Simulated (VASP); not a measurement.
# AsAu3 (D03 type) (Fm-3m) in VASP: single point with PBE+U

Aim: the single point of AsAu3 (D03 type) with PBE+U.

Everything below comes from runs of VASP 6.6.1. Logs are shortened: lines on timing, memory, paths and dates and some standing lists are left out, and cuts for length are marked.

### Step 1. The cell of the first run

The structure is cubic, space group Fm-3m (No. 225). Conventional cell: a = 6.669 Å, b = 6.669 Å, c = 6.669 Å, α = 90.00°, β = 90.00°, γ = 90.00°. Within 3.8 Å of As (site symmetry m-3m) lie 14 Au at 2.89 to 3.33 Å. Within 3.8 Å of Au (site symmetry m-3m) lie 8 Au at 2.89 Å and 6 As at 3.33 Å. Au (site symmetry -43m) has 4 As at 2.89 Å and 10 Au at 2.89 to 3.33 Å within 3.8 Å.

### Step 2. Single point, PBE+U

Contents of INCAR:

```
SYSTEM = AsAu3
ALGO = Normal ; EDIFF = 1E-7
ENCUT = 520 ; GGA = PE
ISIF = 2 ; ISMEAR = -1
LASPH = .TRUE. ; LCHARG = .FALSE.
LDAU = .TRUE. ; LDAUJ = 0 0
LDAUL = -1 2 ; LDAUPRINT = 1
LDAUTYPE = 2 ; LDAUU = 0 4
LMAXMIX = 4 ; LREAL = .FALSE.
LWAVE = .FALSE. ; NBANDS = 27
NELM = 150 ; PREC = Accurate
SIGMA = 0.03
```

Contents of KPOINTS:

```
k-points
0
G
  9 9 9
  0 0 0
```

Contents of POSCAR:

```
AsAu3
1.0
    0.0000000000      3.3345399389      3.3345399389
    3.3345399389      0.0000000000      3.3345399389
    3.3345399389      3.3345399389      0.0000000000
As Au
1 3
Direct
    0.0000000000      0.0000000000      0.0000000000
    0.5000000000      0.5000000000      0.5000000000
    0.2500000000      0.2500000000      0.2500000000
    0.7500000000      0.7500000000      0.7500000000
```

Potentials or basis: VASP PAW PBE potentials, release 64 (As, Au).

The run is started by

```
> cat potpaw_PBE.64/As/POTCAR potpaw_PBE.64/Au/POTCAR > POTCAR
> mpirun -np 1 vasp_std > vasp.out
```

OUTCAR:

```text
SYSTEM = AsAu3
   EDIFF = 1E-7
   ENCUT = 520
   GGA = PE
   ISIF = 2
   ISMEAR = -1
   LASPH = .TRUE.
   LREAL = .FALSE.
   NELM = 150
   PREC = Accurate

 ion  position               nearest neighbor table
   1  0.000  0.000  0.000-   4 2.89   4 2.89   4 2.89   3 2.89   3 2.89   3 2.89   4 2.89   3 2.89

   2  0.500  0.500  0.500-   3 2.89   3 2.89   3 2.89   4 2.89   4 2.89   4 2.89   4 2.89   3 2.89

   3  0.250  0.250  0.250-   1 2.89   1 2.89   1 2.89   2 2.89   2 2.89   2 2.89   2 2.89   1 2.89
                             4 3.33   4 3.33   4 3.33   4 3.33   4 3.33   4 3.33
   4  0.750  0.750  0.750-   2 2.89   2 2.89   2 2.89   1 2.89   1 2.89   1 2.89   2 2.89   1 2.89
                             3 3.33   3 3.33   3 3.33   3 3.33   3 3.33   3 3.33

  LATTYP: Found a face centered cubic cell.
 ALAT       =     6.6690798778

  Lattice vectors:

 A1 = (   0.0000000000,   3.3345399389,   3.3345399389)
 A2 = (   3.3345399389,   0.0000000000,   3.3345399389)
 A3 = (   3.3345399389,   3.3345399389,   0.0000000000)

Analysis of symmetry for initial positions (statically):
=====================================================================
 Subroutine PRICEL returns:
 Original cell was already a primitive cell.

 Routine SETGRP: Setting up the symmetry group for a
 face centered cubic supercell.

 Subroutine GETGRP returns: Found 48 space group operations
 (whereof 48 operations were pure point group operations)
 out of a pool of 48 trial point group operations.

The static configuration has the point symmetry O_h .

Analysis of symmetry for dynamics (positions and initial velocities):
=====================================================================
 Subroutine PRICEL returns:
 Original cell was already a primitive cell.

 Routine SETGRP: Setting up the symmetry group for a
 face centered cubic supercell.

 Subroutine GETGRP returns: Found 48 space group operations
 (whereof 48 operations were pure point group operations)
 out of a pool of 48 trial point group operations.

The dynamic configuration has the point symmetry O_h .

 Subroutine INISYM returns: Found 48 space group operations
 (whereof 48 operations are pure point group operations),
 and found     1 'primitive' translations

----------------------------------------------------------------------------------------

                                     Primitive cell

  volume of cell :      74.1545

  direct lattice vectors                    reciprocal lattice vectors
     0.000000000  3.334539939  3.334539939    -0.149945722  0.149945722  0.149945722
     3.334539939  0.000000000  3.334539939     0.149945722 -0.149945722  0.149945722
     3.334539939  3.334539939  0.000000000     0.149945722  0.149945722 -0.149945722

  length of vectors
     4.715751606  4.715751606  4.715751606     0.259713610  0.259713610  0.259713610

  position of ions in fractional coordinates (direct lattice)
     0.000000000  0.000000000  0.000000000
     0.500000000  0.500000000  0.500000000
     0.250000000  0.250000000  0.250000000
     0.750000000  0.750000000  0.750000000

  ion indices of the primitive-cell ions
   primitive index   ion index
                 1           1
                 2           2
                 3           3
                 4           4

----------------------------------------------------------------------------------------

 KPOINTS: k-points

Automatic generation of k-mesh.
 Grid dimensions read from file:
 generate k-points for:    9    9    9

 Generating k-lattice:

  Cartesian coordinates                     Fractional coordinates (reciprocal lattice)
    -0.016660636  0.016660636  0.016660636     0.111111111  0.000000000  0.000000000
     0.016660636 -0.016660636  0.016660636     0.000000000  0.111111111  0.000000000
     0.016660636  0.016660636 -0.016660636     0.000000000  0.000000000  0.111111111

  Length of vectors
     0.028857068  0.028857068  0.028857068

  Shift w.r.t. Gamma in fractional coordinates (k-lattice)
     0.000000000  0.000000000  0.000000000

 Subroutine IBZKPT returns following result:
 ===========================================

 Found     35 irreducible k-points:

 Following reciprocal coordinates:
            Coordinates               Weight
  0.000000  0.000000  0.000000      1.000000
  0.111111  0.000000  0.000000      8.000000
  0.222222  0.000000  0.000000      8.000000
  0.333333  0.000000  0.000000      8.000000
  0.444444  0.000000  0.000000      8.000000
  0.111111  0.111111  0.000000      6.000000
[... 16 lines left out ...]
 -0.333333  0.333333  0.000000     12.000000
  0.444444  0.444444  0.000000      6.000000
 [... further k-points ...]
   k-points           NKPTS =     35   k-points in BZ     NKDIM =     35   number of bands    NBANDS=     27
   number of dos      NEDOS =    301   number of ions     NIONS =      4
   total plane-waves  NPLWV =  46656
   dimension x,y,z NGX =    36 NGY =   36 NGZ =   36
   dimension x,y,z NGXF=    72 NGYF=   72 NGZF=   72
   ions per type =               1   3
   NGX,Y,Z   is equivalent  to a cutoff of  12.69, 12.69, 12.69 a.u.
   NGXF,Y,Z  is equivalent  to a cutoff of  25.38, 25.38, 25.38 a.u.
 SYSTEM =  AsAu3
   PREC   = accura    normal or accurate (medium, high low for compatibility)
   ISTART =      0    job   : 0-new  1-cont  2-samecut
   ICHARG =      2    charge: 1-file 2-atom 10-const
   ISPIN  =      1    spin polarized calculation?
   LNONCOLLINEAR =      F non collinear calculations
   LSORBIT =      F    spin-orbit coupling
   LASPH  =      T    aspherical Exc in radial PAW
   ENCUT  =  520.0 eV  38.22 Ry    6.18 a.u.   8.77  8.77  8.77*2*pi/ulx,y,z
   NELM   =    150;   NELMIN=  2; NELMDL= -5     # of ELM steps
   EDIFF  = 0.1E-06   stopping-criterion for ELM
   LREAL  =      F    real-space projection
   EDIFFG = 0.1E-05   stopping-criterion for IOM
   NSW    =      0    number of steps for IOM
   IBRION =     -1    ionic relax: 0-MD 1-quasi-New 2-CG
   NFREE  =      0    steps in history (QN), initial steepest desc. (CG)
   ISIF   =      2    stress and relaxation
   ISYM   =      2    0-nonsym 1-usesym 2-fastsym
   POTIM  = 0.5000    time-step for ionic-motion
   TEBEG  =    0.0;   TEEND  =   0.0 temperature during run
   PSTRESS=    0.0 pullay stress
   NELECT =      38.0000    total number of electrons
   NUPDOWN=      -1.0000    fix difference up-down
   EMIN   =  10.00;   EMAX   =-10.00  energy-range for DOS
   EFERMI =   0.00;   METHOD = LEGACY
   ISMEAR =    -1;   SIGMA  =   0.03  broadening in eV -4-tet -1-fermi 0-gaus
   EFERMI_NEDOS =   21; number of points for ismear=-14 and -15
   IALGO  =     38    algorithm
   IMIX   =      4    mixing-type and parameters
     AMIX     =   0.40;   BMIX     =  1.00
     AMIX_MAG =   1.60;   BMIX_MAG =  1.00
  volume/ion in A,a.u.               =      18.54       125.10
  Fermi-wavevector in a.u.,A,eV,Ry     =   1.310057  2.475648 23.350981  1.716249
  Thomas-Fermi vector in A             =   2.440613
   LORBIT       =      0    0 simple, 1 ext, 2 COOP (PROOUT), +10 PAW based schemes
 LDA+U is selected, type is set to LDAUTYPE =  2
   angular momentum for each species LDAUL =    -1    2
   U (eV)           for each species LDAUU =   0.0  4.0
   J (eV)           for each species LDAUJ =   0.0  0.0
   GGA     = PE    functional components
   LHFCALC =     F    Hartree Fock is set to
   AEXX    =    0.0000 exact exchange contribution
   IVDW    =     0    specifies the selected vdW correction
   LEPSILON=     F    determine dielectric tensor
   LRPA    =     F    only Hartree local field effects (RPA)
 non-spin polarized calculation
  energy-cutoff  :      520.00
  volume of cell :       74.15
 maximum number of plane-waves:      2010
   NGX = 17   NGY = 17   NGZ = 17

atom =   2  type =  2  l = 2

 onsite density matrix

spin component  1

  0.8961  0.0000  0.0000 -0.0000  0.0000
  0.0000  0.8961 -0.0000  0.0000 -0.0000
  0.0000 -0.0000  0.9154 -0.0000 -0.0000
 -0.0000  0.0000 -0.0000  0.8961 -0.0000
  0.0000 -0.0000 -0.0000 -0.0000  0.9154

spin component  2

  0.8961  0.0000  0.0000 -0.0000  0.0000
  0.0000  0.8961 -0.0000  0.0000 -0.0000
  0.0000 -0.0000  0.9154 -0.0000 -0.0000
 -0.0000  0.0000 -0.0000  0.8961 -0.0000
  0.0000 -0.0000 -0.0000 -0.0000  0.9154
[... 67 lines left out ...]
 occupancies and eigenvectors

  o =  0.8907  v =  0.0000  0.2161 -0.0000  0.9764 -0.0000  0.0000  0.0000  0.0000  0.0000  0.0000      0.0000  0.0000  0.0000  0.0000  0.0000  0.0000  0.0000  0.0000  0.0000  0.0000
  o =  0.8907  v =  0.0000  0.0000  0.0000  0.0000  0.0000  0.0000  0.2161 -0.0000  0.9764 -0.0000      0.0000  0.0000  0.0000  0.0000  0.0000  0.0000  0.0000  0.0000  0.0000  0.0000
  o =  0.8907  v =  1.0000  0.0000  0.0000  0.0000  0.0000  0.0000  0.0000  0.0000  0.0000  0.0000      0.0000  0.0000  0.0000  0.0000  0.0000  0.0000  0.0000  0.0000  0.0000  0.0000
  o =  0.8907  v =  0.0000  0.0000  0.0000  0.0000  0.0000  1.0000  0.0000  0.0000  0.0000  0.0000      0.0000  0.0000  0.0000  0.0000  0.0000  0.0000  0.0000  0.0000  0.0000  0.0000
  o =  0.8907  v =  0.0000  0.9764  0.0000 -0.2161 -0.0000  0.0000  0.0000  0.0000  0.0000  0.0000      0.0000  0.0000  0.0000  0.0000  0.0000  0.0000  0.0000  0.0000  0.0000  0.0000
  o =  0.8907  v =  0.0000  0.0000  0.0000  0.0000  0.0000  0.0000  0.9764  0.0000 -0.2161 -0.0000      0.0000  0.0000  0.0000  0.0000  0.0000  0.0000  0.0000  0.0000  0.0000  0.0000
  o =  0.9169  v =  0.0000  0.0000  0.0000  0.0000  0.0000  0.0000  0.0000  0.0267  0.0000  0.9996      0.0000  0.0000  0.0000  0.0000  0.0000  0.0000  0.0000  0.0000  0.0000  0.0000
  o =  0.9169  v =  0.0000  0.0000  0.0267  0.0000  0.9996  0.0000  0.0000  0.0000  0.0000  0.0000      0.0000  0.0000  0.0000  0.0000  0.0000  0.0000  0.0000  0.0000  0.0000  0.0000
  o =  0.9169  v =  0.0000  0.0000 -0.9996 -0.0000  0.0267  0.0000  0.0000  0.0000  0.0000  0.0000      0.0000  0.0000  0.0000  0.0000  0.0000  0.0000  0.0000  0.0000  0.0000  0.0000
  o =  0.9169  v =  0.0000  0.0000  0.0000  0.0000  0.0000  0.0000  0.0000 -0.9996 -0.0000  0.0267      0.0000  0.0000  0.0000  0.0000  0.0000  0.0000  0.0000  0.0000  0.0000  0.0000

 number of electron      37.9999999 magnetization

 Free energy of the ion-electron system (eV)
  ---------------------------------------------------
  ext. energy  EPLUGINS =         0.00000000
  ---------------------------------------------------
  free energy    TOTEN  =        -7.58980842 eV

  energy without entropy =       -7.57998092  energy(sigma->0) =       -7.58489467

 E-fermi :   7.8574     XC(G=0): -11.8204

 val. band max:        7.8561335502   @ k =  -0.4444   0.2222   0.0000
 cond. band min:       7.8654327541   @ k =  -0.1111   0.1111   0.0000
 fundamental gap:      0.0092992039
 Fermi energy:         7.8573948622

 k-point     1 :       0.0000    0.0000    0.0000
  band No.  band energies     occupation
      1      -4.4973      2.00000
      2       1.1464      2.00000
      3       1.1464      2.00000
      4       1.3066      2.00000
      5       1.3066      2.00000
      6       1.3066      2.00000
[... 19 lines left out ...]
     26      14.2367      0.00000
     27      14.2367      0.00000
[... 667 lines left out ...]
      5       1.7099      2.00000
      6       1.7099      2.00000
[... 19 lines left out ...]
     26      17.7665      0.00000
     27      17.7803      0.00000

 [... further k-points ...]

------------------------ aborting loop because EDIFF is reached ----------------------------------------

  FORCE on cell =-STRESS in cart. coord.  units (eV):
  Direction    XX          YY          ZZ          XY          YZ          ZX
  --------------------------------------------------------------------------------------
  -------------------------------------------------------------------------------------
  Total       -0.2492170     -0.2492170     -0.2492170     -0.0000000      0.0000000     -0.0000000
  in kB       -5.3845629     -5.3845629     -5.3845629     -0.0000000      0.0000000     -0.0000000
  external PRESSURE =      -5.3845629 kB  Pullay stress =       0.0000000 kB

 VOLUME and BASIS-vectors are now :
 -----------------------------------------------------------------------------
  energy-cutoff  :      520.00
  volume of cell :       74.15
      direct lattice vectors                 reciprocal lattice vectors
     0.000000000  3.334539939  3.334539939    -0.149945722  0.149945722  0.149945722
     3.334539939  0.000000000  3.334539939     0.149945722 -0.149945722  0.149945722
     3.334539939  3.334539939  0.000000000     0.149945722  0.149945722 -0.149945722

 POSITION                                       TOTAL-FORCE (eV/Angst)
 -----------------------------------------------------------------------------------
      0.00000      0.00000      0.00000         0.000000     -0.000000     -0.000000
      3.33454      3.33454      3.33454         0.000000     -0.000000      0.000000
      1.66727      1.66727      1.66727         0.000000      0.000000     -0.000000
      5.00181      5.00181      5.00181        -0.000000     -0.000000      0.000000
 -----------------------------------------------------------------------------------
    total drift:                                0.000000      0.000000      0.000000

  FREE ENERGIE OF THE ION-ELECTRON SYSTEM (eV)
  ---------------------------------------------------
  free  energy   TOTEN  =        -7.5898084231 eV

  energy  without entropy=       -7.5799809200  energy(sigma->0) =       -7.58489467
```

Run time: 48 s. Hardware: 1 thread of Intel Xeon Platinum 8259CL at 2.50GHz (Skylake/Cascade Lake), shared host; peak memory 0.24 GiB.

What came out:

| Property | Result |
| --- | --- |
| Free energy | -7.5898 eV |
| Pressure | -0.5 GPa |
| Band gap on the k mesh | zero (bands 19 and 20 overlap by 1.06 eV) |

Eigenvalues of the final occupation matrices:
```csv
site,spin,trace,eigenvalues
site 2 d,1,4.52,0.90 0.90 0.90 0.92 0.92
site 2 d,2,4.52,0.90 0.90 0.90 0.92 0.92
site 3 d,1,4.51,0.89 0.89 0.89 0.92 0.92
site 3 d,2,4.51,0.89 0.89 0.89 0.92 0.92
site 4 d,1,4.51,0.89 0.89 0.89 0.92 0.92
site 4 d,2,4.51,0.89 0.89 0.89 0.92 0.92
```

Caveat: spin-orbit coupling is left out, which moves the levels of the heavy elements; U without spin polarisation on a metal has little footing; the U is typed as a test and isn't derived for this compound.
